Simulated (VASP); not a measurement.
**B3P: single point with PBE**

B3P:

```xyz
4
Lattice="3.1404 0.0000 0.0000 0.0000 3.1404 0.0000 0.0000 0.0000 3.1404" Properties=species:S:1:pos:R:3 pbc="T T T"
B     0.0000    1.5702    1.5702
B     1.5702    0.0000    1.5702
B     1.5702    1.5702    0.0000
P     0.0000    0.0000    0.0000
```

```yaml
Program: VASP 6.6.1
Task: single point
Functional: PBE
Potentials_or_basis: VASP PAW PBE potentials, release 64 (B, P)
Cutoff: 500 eV
k_mesh: 14 × 14 × 14
Occupations: gaussian, width 0.1 eV
Spin: no spin polarisation
```

```
Pressure               : -0.3 GPa
Band gap on the k mesh : zero (band 7 reaches 12.49 eV, above the bottom of band 8 at 4.20 eV)
```

Levels at points of the mesh, in eV from the Fermi level:
```
           k point  band 3  band 4  band 5  band 6  band 7  band 8  band 9  band 10  band 11  band 12
(0.00, 0.00, 0.00)   -7.16   -7.16   -3.39   -2.82   -2.82    3.96    3.96     3.96     4.59     4.59
(0.50, 0.00, 0.00)   -4.02   -4.02   -3.37   -3.37   -1.72   -0.43   -0.42     1.06     6.95     6.95
(0.50, 0.50, 0.00)  -11.66  -10.66   -0.65   -0.61   -0.61    0.80    0.95     2.78     2.83     2.83
(0.50, 0.50, 0.50)   -9.87   -9.87   -8.13   -6.70   -6.70   -6.70    9.43     9.43     9.43    10.04
```

Run time: 18 s on 1 thread of Intel(R) Xeon(R) Platinum 8559C (Emerald Rapids), with other jobs on the host, peak memory 0.17 GiB.
